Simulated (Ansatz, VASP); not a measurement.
## One calculation of Ta, two programs

```
Ta
1.0
    -1.68367    1.68367    1.68367
     1.68367   -1.68367    1.68367
     1.68367    1.68367   -1.68367
Ta
1
Direct
  0.00000 0.00000 0.00000
```

Change from the starting cell: volume scaled by 1.06, crystal datasets.

Alike in both runs: task electric field gradients; functional PBEsol; k mesh 15 × 15 × 15; occupations fermi-dirac, width 0.05 eV; no spin polarisation.

```csv
,VASP,Ansatz
version,VASP 6.6.1,Ansatz 0.2.0
potentials or method,"VASP PAW PBE potentials, release 64 (Ta_pv), cutoff 520 eV","all-electron PAW with datasets made for the crystal, scalar-relativistic"
```

|  | VASP | Ansatz | Ansatz less VASP |
| --- | --- | --- | --- |
| pressure (GPa) | -13.9 | -13.9 | -0.05 |

VASP's potentials were made for PBE, not for PBEsol. Ansatz ran all-electron here, and VASP with PAW potentials.

Neither program's run includes spin-orbit coupling.
